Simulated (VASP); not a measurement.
Runs of VASP 6.6.1 on ScSiRh3. The structure is that of space group Pm-3m (No. 221), or close to it. The cells are those of the table. 

```tsv
task	cell	cutoff (eV)	gap on the mesh (eV)	pressure (GPa)
single point	a = 4.384 Å, 5 atoms	520	none	1.7
relaxation of cell and atoms	relaxed from a = 4.399 Å, 5 atoms	600	none	0.0
single point	a = 4.413 Å, 5 atoms	520	none	-1.3
single point	a = 4.399 Å, 5 atoms	520	none	(a)
```

Alike in all rows: level PBE; potentials or basis VASP PAW PBE potentials, release 64 (Sc_sv, Si, Rh_pv); no spin polarisation; k mesh 5 × 5 × 5; smearing fermi-dirac 0.05 eV.

**Question.** Estimate the missing entries.

**Answer.** (a) 0.2.

A k mesh can miss the band edges, and the runs leave out spin-orbit coupling on Rh.

A gap of «none» marks levels without a gap at the run's occupations.
